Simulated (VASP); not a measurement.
# WS2 in VASP: notebook

WS2 is run at these levels: LDA; tasks: single point.

Everything below comes from runs of VASP 6.6.1. Logs are shortened: lines on timing, memory, paths and dates and some standing lists are left out, and cuts for length are marked.

### Step 1. The cell of the first run

The cell holds a slab with vacuum, 3 atoms: a = 3.184 Å, b = 3.187 Å, c = 16.977 Å, α = 84.42°, β = 90.00°, γ = 119.96°.

### Step 2. Single point, LDA (strain +0.1125 x Voigt [0, 0, 0, 1, 0, 0])

File INCAR:

```
SYSTEM = WS2
ALGO     = Normal         ! electronic algorithm
EDIFF    = 1E-6           ! SCF threshold, eV
ENCUT    = 520            ! plane-wave cutoff, eV
ISIF     = 2              ! what is computed and relaxed
ISMEAR   = 0              ! smearing method
LASPH    = .TRUE.         ! aspherical terms in the spheres
LCHARG   = .TRUE.         ! write CHGCAR
LELF     = .TRUE.         ! ELF
LREAL    = .FALSE.        ! projectors in reciprocal space
LVHAR    = .TRUE.       
LWAVE    = .FALSE.        ! write WAVECAR
NBANDS   = 20             ! bands
NELM     = 100            ! most SCF steps
PREC     = Accurate       ! precision mode
SIGMA    = 0.05           ! smearing width, eV
```

File KPOINTS:

```
k-points
0
G
  12 12 2
  0 0 0
```

File POSCAR:

```
WS2
1.0
    3.1835163552      0.0000000000      0.0000000000
   -1.5917581776      2.7570060369      0.1550815896
    0.0000000000      0.9534700063     16.9505778900
W S
1 2
Direct
    0.3333333333      0.6666666667      0.0000000000
    0.6666666667      0.3333333333      0.9079994900
    0.6666666667      0.3333333333      0.0920005100
```

Potentials or basis: VASP PAW LDA potentials, release 64 (W_sv, S).

Launch:

```sh
$ cat potpaw_LDA.64/W_sv/POTCAR potpaw_LDA.64/S/POTCAR > POTCAR
$ mpirun -np 1 vasp_std > vasp.out
```

OUTCAR:

```text
SYSTEM = WS2
   EDIFF = 1E-6
   ENCUT = 520
   ISIF = 2
   ISMEAR = 0
   LASPH = .TRUE.
   LREAL = .FALSE.
   NELM = 100
   PREC = Accurate

 ion  position               nearest neighbor table
   1  0.333  0.667  0.000-   2 2.28   3 2.34   3 2.34   2 2.48   2 2.48   3 2.54
   2  0.667  0.333  0.908-   1 2.28   1 2.48   1 2.48
   3  0.667  0.333  0.092-   1 2.34   1 2.34   1 2.54

  LATTYP: Found a base centered monoclinic cell.
 ALAT       =     5.5227285238
 B/A-ratio  =     0.5764390448
 C/A-ratio  =     3.0740915441
 COS(beta)  =    -0.1121451657

  Lattice vectors:

 A1 = (  -1.5917581776,  -2.7570060369,  -0.1550815896)
 A2 = (   1.5917581776,  -2.7570060369,  -0.1550815896)
 A3 = (   0.0000000000,   0.9534700063,  16.9505778900)

Analysis of symmetry for initial positions (statically):
=====================================================================
 Subroutine PRICEL returns:
 Original cell was already a primitive cell.

 Routine SETGRP: Setting up the symmetry group for a
 base centered monoclinic supercell.

 Subroutine GETGRP returns: Found  2 space group operations
 (whereof  2 operations were pure point group operations)
 out of a pool of  4 trial point group operations.

The static configuration has the point symmetry C_1h.

Analysis of symmetry for dynamics (positions and initial velocities):
=====================================================================
 Subroutine PRICEL returns:
 Original cell was already a primitive cell.

 Routine SETGRP: Setting up the symmetry group for a
 base centered monoclinic supercell.

 Subroutine GETGRP returns: Found  2 space group operations
 (whereof  2 operations were pure point group operations)
 out of a pool of  4 trial point group operations.

The dynamic configuration has the point symmetry C_1h.

 Subroutine INISYM returns: Found  2 space group operations
 (whereof  2 operations are pure point group operations),
 and found     1 'primitive' translations

----------------------------------------------------------------------------------------

                                     Primitive cell

  volume of cell :     148.3040

  direct lattice vectors                    reciprocal lattice vectors
     3.183516355  0.000000000  0.000000000     0.314118066  0.181931793 -0.010233663
    -1.591758178  2.757006037  0.155081590     0.000000000  0.363863587 -0.020467327
     0.000000000  0.953470006 16.950577890     0.000000000 -0.003329004  0.059182295

  length of vectors
     3.183516355  3.187291434 16.977373055     0.363144688  0.364438776  0.059275850

  position of ions in fractional coordinates (direct lattice)
     0.333333333  0.666666667  0.000000000
     0.666666667  0.333333333  0.907999490
     0.666666667  0.333333333  0.092000510

  ion indices of the primitive-cell ions
   primitive index   ion index
                 1           1
                 2           2
                 3           3

----------------------------------------------------------------------------------------

 KPOINTS: k-points

Automatic generation of k-mesh.
 Grid dimensions read from file:
 generate k-points for:   12   12    2

 Generating k-lattice:

  Cartesian coordinates                     Fractional coordinates (reciprocal lattice)
     0.026176505  0.015160983 -0.000852805     0.083333333 -0.000000000  0.000000000
     0.000000000  0.030321966 -0.001705611     0.000000000  0.083333333  0.000000000
     0.000000000 -0.001664502  0.029591148     0.000000000  0.000000000  0.500000000

  Length of vectors
     0.030262057  0.030369898  0.029637925

  Shift w.r.t. Gamma in fractional coordinates (k-lattice)
     0.000000000  0.000000000  0.000000000

 Subroutine IBZKPT returns following result:
 ===========================================

 Found     86 irreducible k-points:

 Following reciprocal coordinates:
            Coordinates               Weight
  0.000000  0.000000  0.000000      1.000000
  0.083333  0.000000 -0.000000      4.000000
  0.166667 -0.000000 -0.000000      4.000000
  0.250000  0.000000  0.000000      4.000000
  0.333333 -0.000000  0.000000      4.000000
  0.416667  0.000000  0.000000      4.000000
[... 16 lines left out ...]
  0.333333  0.166667 -0.000000      4.000000
  0.416667  0.166667  0.000000      4.000000
 [... further k-points ...]
   k-points           NKPTS =     86   k-points in BZ     NKDIM =     86   number of bands    NBANDS=     20
   number of dos      NEDOS =    301   number of ions     NIONS =      3
   total plane-waves  NPLWV =  72576
   dimension x,y,z NGX =    24 NGY =   24 NGZ =  126
   dimension x,y,z NGXF=    48 NGYF=   48 NGZF=  252
   ions per type =               1   2
   NGX,Y,Z   is equivalent  to a cutoff of  12.53, 12.52, 12.34 a.u.
   NGXF,Y,Z  is equivalent  to a cutoff of  25.07, 25.04, 24.68 a.u.
 SYSTEM =  WS2
   PREC   = accura    normal or accurate (medium, high low for compatibility)
   ISTART =      0    job   : 0-new  1-cont  2-samecut
   ICHARG =      2    charge: 1-file 2-atom 10-const
   ISPIN  =      1    spin polarized calculation?
   LNONCOLLINEAR =      F non collinear calculations
   LSORBIT =      F    spin-orbit coupling
   LASPH  =      T    aspherical Exc in radial PAW
   ENCUT  =  520.0 eV  38.22 Ry    6.18 a.u.   5.92  5.93 31.57*2*pi/ulx,y,z
   NELM   =    100;   NELMIN=  2; NELMDL= -5     # of ELM steps
   EDIFF  = 0.1E-05   stopping-criterion for ELM
   LREAL  =      F    real-space projection
   EDIFFG = 0.1E-04   stopping-criterion for IOM
   NSW    =      0    number of steps for IOM
   IBRION =     -1    ionic relax: 0-MD 1-quasi-New 2-CG
   NFREE  =      0    steps in history (QN), initial steepest desc. (CG)
   ISIF   =      2    stress and relaxation
   ISYM   =      2    0-nonsym 1-usesym 2-fastsym
   POTIM  = 0.5000    time-step for ionic-motion
   TEBEG  =    0.0;   TEEND  =   0.0 temperature during run
   PSTRESS=    0.0 pullay stress
   NELECT =      26.0000    total number of electrons
   NUPDOWN=      -1.0000    fix difference up-down
   EMIN   =  10.00;   EMAX   =-10.00  energy-range for DOS
   EFERMI =   0.00;   METHOD = LEGACY
   ISMEAR =     0;   SIGMA  =   0.05  broadening in eV -4-tet -1-fermi 0-gaus
   EFERMI_NEDOS =   21; number of points for ismear=-14 and -15
   IALGO  =     38    algorithm
   IMIX   =      4    mixing-type and parameters
     AMIX     =   0.40;   BMIX     =  1.00
     AMIX_MAG =   1.60;   BMIX_MAG =  1.00
  volume/ion in A,a.u.               =      49.43       333.60
  Fermi-wavevector in a.u.,A,eV,Ry     =   0.916252  1.731465 11.422333  0.839518
  Thomas-Fermi vector in A             =   2.041086
   LORBIT       =      0    0 simple, 1 ext, 2 COOP (PROOUT), +10 PAW based schemes
   GGA     = CA    functional components
   LHFCALC =     F    Hartree Fock is set to
   AEXX    =    0.0000 exact exchange contribution
   IVDW    =     0    specifies the selected vdW correction
   LEPSILON=     F    determine dielectric tensor
   LRPA    =     F    only Hartree local field effects (RPA)
 non-spin polarized calculation
 Gauss-broadening in eV      SIGMA  =   0.05
  energy-cutoff  :      520.00
  volume of cell :      148.30
 maximum number of plane-waves:      4023
   NGX = 11   NGY = 11   NGZ = 63

 number of electron      25.9999998 magnetization

 Free energy of the ion-electron system (eV)
  ---------------------------------------------------
  ext. energy  EPLUGINS =         0.00000000
  ---------------------------------------------------
  free energy    TOTEN  =       -25.81477746 eV

  energy without entropy =      -25.81477746  energy(sigma->0) =      -25.81477746

 E-fermi :  -1.0051     XC(G=0):  -4.6524

 val. band max:       -1.3371249309   @ k =   0.0000   0.0000   0.5000
 cond. band min:       0.3034470066   @ k =   0.3333   0.3333   0.5000
 fundamental gap:      1.6405719374
 Fermi energy:        -1.0050719798

 k-point     1 :       0.0000    0.0000    0.0000
  band No.  band energies     occupation
      1     -74.9648      2.00000
      2     -39.4894      2.00000
      3     -39.3369      2.00000
      4     -39.3252      2.00000
      5     -16.1262      2.00000
      6     -14.4174      2.00000
[... 12 lines left out ...]
     19       4.3006      0.00000
     20       4.3734      0.00000

 k-point     2 :       0.0833    0.0000   -0.0000
  band No.  band energies     occupation
      1     -74.9636      2.00000
      2     -39.4853      2.00000
      3     -39.3532      2.00000
      4     -39.3377      2.00000
      5     -16.0107      2.00000
      6     -14.3777      2.00000
[... 12 lines left out ...]
     19       4.4339      0.00000
     20       4.7096      0.00000

 k-point     3 :       0.1667   -0.0000   -0.0000
  band No.  band energies     occupation
      1     -74.9605      2.00000
      2     -39.4739      2.00000
      3     -39.4149      2.00000
      4     -39.3539      2.00000
      5     -15.6819      2.00000
      6     -14.2652      2.00000
[... 12 lines left out ...]
     19       4.8197      0.00000
     20       5.5744      0.00000

 k-point     4 :       0.2500    0.0000    0.0000
  band No.  band energies     occupation
      1     -74.9562      2.00000
      2     -39.5006      2.00000
      3     -39.4578      2.00000
      4     -39.3742      2.00000
      5     -15.1936      2.00000
      6     -14.1007      2.00000
[... 12 lines left out ...]
     19       5.3877      0.00000
     20       6.1572      0.00000

 k-point     5 :       0.3333   -0.0000    0.0000
  band No.  band energies     occupation
      1     -74.9519      2.00000
      2     -39.5844      2.00000
      3     -39.4424      2.00000
      4     -39.3942      2.00000
      5     -14.6410      2.00000
      6     -13.9216      2.00000
[... 12 lines left out ...]
     19       5.8705      0.00000
     20       6.0521      0.00000

 k-point     6 :       0.4167    0.0000    0.0000
  band No.  band energies     occupation
      1     -74.9487      2.00000
      2     -39.6451      2.00000
      3     -39.4312      2.00000
      4     -39.4085      2.00000
      5     -14.1725      2.00000
      6     -13.7817      2.00000
[... 12 lines left out ...]
     19       5.9875      0.00000
     20       6.4194      0.00000

 k-point     7 :       0.5000    0.0000    0.0000
  band No.  band energies     occupation
      1     -74.9476      2.00000
      2     -39.6672      2.00000
      3     -39.4274      2.00000
      4     -39.4134      2.00000
      5     -13.9785      2.00000
      6     -13.7315      2.00000
[... 12 lines left out ...]
     19       6.0898      0.00000
     20       6.6913      0.00000
[... 277 lines left out ...]
 k-point    20 :       0.0833    0.1667    0.0000
  band No.  band energies     occupation
      1     -74.9578      2.00000
      2     -39.4754      2.00000
      3     -39.4602      2.00000
      4     -39.3632      2.00000
      5     -15.3832      2.00000
      6     -14.1613      2.00000
[... 12 lines left out ...]
     19       5.1591      0.00000
     20       6.0641      0.00000

 k-point    21 :       0.1667    0.1667    0.0000
  band No.  band energies     occupation
      1     -74.9541      2.00000
      2     -39.5314      2.00000
      3     -39.4501      2.00000
      4     -39.3946      2.00000
      5     -14.9348      2.00000
      6     -14.0083      2.00000
[... 12 lines left out ...]
     19       5.7220      0.00000
     20       6.6530      0.00000

 k-point    22 :       0.2500    0.1667    0.0000
  band No.  band energies     occupation
      1     -74.9504      2.00000
      2     -39.5869      2.00000
      3     -39.4391      2.00000
      4     -39.4269      2.00000
      5     -14.4312      2.00000
      6     -13.8390      2.00000
[... 12 lines left out ...]
     19       6.3084      0.00000
     20       6.4619      0.00000

 k-point    23 :       0.3333    0.1667   -0.0000
  band No.  band energies     occupation
      1     -74.9476      2.00000
      2     -39.6261      2.00000
      3     -39.4573      2.00000
      4     -39.4254      2.00000
      5     -14.0108      2.00000
      6     -13.7041      2.00000
[... 12 lines left out ...]
     19       6.7983      0.00000
     20       7.0859      0.00000

 k-point    24 :       0.4167    0.1667    0.0000
  band No.  band energies     occupation
      1     -74.9466      2.00000
      2     -39.6397      2.00000
      3     -39.4677      2.00000
      4     -39.4220      2.00000
      5     -13.8373      2.00000
      6     -13.6559      2.00000
[... 12 lines left out ...]
     19       7.2595      0.00000
     20       7.5274      0.00000

 [... further k-points ...]

------------------------ aborting loop because EDIFF is reached ----------------------------------------

  FORCE on cell =-STRESS in cart. coord.  units (eV):
  Direction    XX          YY          ZZ          XY          YZ          ZX
  --------------------------------------------------------------------------------------
  -------------------------------------------------------------------------------------
  Total       -1.6293845     -1.0537769     -0.1443139      0.0000000     -5.4317035      0.0000000
  in kB      -17.6027758    -11.3842978     -1.5590704      0.0000000    -58.6804777      0.0000000
  external PRESSURE =     -10.1820480 kB  Pullay stress =       0.0000000 kB

 VOLUME and BASIS-vectors are now :
 -----------------------------------------------------------------------------
  energy-cutoff  :      520.00
  volume of cell :      148.30
      direct lattice vectors                 reciprocal lattice vectors
     3.183516355  0.000000000  0.000000000     0.314118066  0.181931793 -0.010233663
    -1.591758178  2.757006037  0.155081590     0.000000000  0.363863587 -0.020467327
     0.000000000  0.953470006 16.950577890     0.000000000 -0.003329004  0.059182295

 POSITION                                       TOTAL-FORCE (eV/Angst)
 -----------------------------------------------------------------------------------
     -0.00000      1.83800      0.10339        -0.000000     -0.491706      0.061409
      1.59176      1.78475     15.44281         0.000000      1.974509     -0.091266
      1.59176      1.00672      1.61116         0.000000     -1.482802      0.029857
 -----------------------------------------------------------------------------------
    total drift:                                0.000000     -0.000001      0.000010

  FREE ENERGIE OF THE ION-ELECTRON SYSTEM (eV)
  ---------------------------------------------------
  free  energy   TOTEN  =       -25.8147774600 eV

  energy  without entropy=      -25.8147774600  energy(sigma->0) =      -25.81477746
```

Run time: 5.2 min. Hardware: 1 thread of Intel Xeon Platinum 8259CL at 2.50GHz (Skylake/Cascade Lake), shared host; peak memory 0.37 GiB.

What came out:

```
Free energy            : -25.8148 eV
Largest force          : 1.977 eV/Å
Band gap on the k mesh : 1.64 eV, indirect (least direct gap 1.69 eV)
```

Forces on the atoms (eV/Å):
```
W    0.000 -0.492  0.061
S    0.000  1.975 -0.091
S    0.000 -1.483  0.030
```

Caveat: the cell differs from its parent crystal (strain +0.1125 x Voigt [0, 0, 0, 1, 0, 0]); spin-orbit coupling is left out, which moves the levels of the heavy elements.

### Step 3. Single point, LDA (strain +0.0375 x Voigt [0, 0, 0, 1, 0, 0])

File INCAR:

```
PREC = Accurate ; ENCUT = 520
EDIFF = 1E-6 ; ISMEAR = 0
SIGMA = 0.05 ; LREAL = F
LASPH = T ; NELM = 100
ALGO = Normal ; ISIF = 2
LWAVE = F ; LCHARG = F
GGA = CA ; NBANDS = 20
```

File KPOINTS:

```
regular mesh
0
Gamma
  12 12 2
```

File POSCAR:

```
WS2
1.0
    3.1835163552      0.0000000000      0.0000000000
   -1.5917581776      2.7570060369      0.0516938632
    0.0000000000      0.3178233354     16.9505778900
W S
1 2
Direct
    0.3333333333      0.6666666667      0.0000000000
    0.6666666667      0.3333333333      0.9079994900
    0.6666666667      0.3333333333      0.0920005100
```

Potentials or basis: VASP PAW LDA potentials, release 64 (W_sv, S).

Launch:

```sh
$ cat potpaw_LDA.64/W_sv/POTCAR potpaw_LDA.64/S/POTCAR > POTCAR
$ mpirun -np 1 vasp_std > vasp.out
```

It took 5.4 min on 1 thread of Intel Xeon Platinum 8259CL at 2.50GHz (Skylake/Cascade Lake), shared host; peak memory 0.37 GiB.

The run converged. Its results:

* Free energy: -26.0832 eV
* Largest force: 0.669 eV/Å
* Band gap on the k mesh: 1.77 eV, indirect (least direct gap 1.78 eV)

Forces in eV/Å, atoms in the order of the input:
```
W    0.000 -0.054  0.002
S    0.000  0.592  0.310
S    0.000 -0.539 -0.312
```

Levels at points of the mesh, in eV from the valence-band top:
| k point | band 9 | band 10 | band 11 | band 12 | band 13 | band 14 | band 15 | band 16 | band 17 | band 18 |
| --- | --- | --- | --- | --- | --- | --- | --- | --- | --- | --- |
| (0.00, 0.00, 0.00) | -2.89 | -2.02 | -1.65 | -1.64 | 0.00 | 2.81 | 2.83 | 3.14 | 3.16 | 5.03 |
| (0.50, 0.00, 0.00) | -4.40 | -3.42 | -2.06 | -1.23 | -0.87 | 2.80 | 3.27 | 4.02 | 4.69 | 5.13 |
| (0.00, 0.50, 0.00) | -4.39 | -3.43 | -2.07 | -1.23 | -0.86 | 2.80 | 3.27 | 4.01 | 4.77 | 5.08 |
| (0.00, 0.00, 0.50) | -2.89 | -2.02 | -1.65 | -1.64 | 0.00 | 2.81 | 2.83 | 3.14 | 3.16 | 5.06 |
| (0.50, 0.00, 0.50) | -4.40 | -3.42 | -2.06 | -1.23 | -0.87 | 2.80 | 3.27 | 4.02 | 4.69 | 5.13 |
| (0.00, 0.50, 0.50) | -4.39 | -3.43 | -2.07 | -1.23 | -0.86 | 2.80 | 3.27 | 4.01 | 4.77 | 5.08 |

Caveat: the cell differs from its parent crystal (strain +0.0375 x Voigt [0, 0, 0, 1, 0, 0]); spin-orbit coupling is left out, which moves the levels of the heavy elements.
